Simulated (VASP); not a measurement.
A run of VASP 6.6.1:

POSCAR

```
ZnSe
1.0
    0.0000000000      2.8147806350      2.8147806350
    2.8147806350      0.0000000000      2.8147806350
    2.8147806350      2.8147806350      0.0000000000
Se Zn
1 1
Direct
    0.7500000000      0.7500000000      0.7500000000
    0.0000000000      0.0000000000      0.0000000000
```

The input INCAR.step1:

```
  ALGO = Normal
  EDIFF = 1E-4
  ENCUT = 520
  GGA = PE
  ISMEAR = -1
  LASPH = True
  LCHARG = False
  LREAL = False
  LWAVE = True
  NBANDS = 16
  NELM = 100
  PREC = Accurate
  SIGMA = 0.05
```

INCAR.step2

```
  ALGO = Normal
  EDIFF = 1E-6
  ENCUT = 520
  ISIF = 2
  ISMEAR = -1
  ISTART = 1
  IVDW = 13
  LASPH = True
  LCHARG = False
  LMIXTAU = True
  LREAL = False
  LWAVE = False
  METAGGA = R2SCAN
  NBANDS = 16
  NELM = 100
  PREC = Accurate
  SIGMA = 0.05
  VDW_A1 = 0.51559235
  VDW_A2 = 5.77342911
  VDW_S6 = 1.0
  VDW_S8 = 0.6018749
```

File KPOINTS:

```
k-points
0
Gamma
  8 8 8
```

Potentials or basis: VASP PAW PBE potentials, release 64 (Se, Zn).

Run with:

```console
$ cat potpaw_PBE.64/Se/POTCAR potpaw_PBE.64/Zn/POTCAR > POTCAR
$ cp INCAR.step1 INCAR
$ mpirun -np 1 vasp_std > vasp.out
$ cp INCAR.step2 INCAR
$ mpirun -np 1 vasp_std > vasp.out
```

Hardware: 1 thread of Intel(R) Xeon(R) Platinum 8375C CPU @ 2.90GHz (Ice Lake), on a shared host.

How long does it take, and how much memory?

Wall time 74 s on 1 thread of Intel(R) Xeon(R) Platinum 8375C CPU @ 2.90GHz (Ice Lake), on a shared host, peak memory 0.18 GiB. Counts: k points 29.
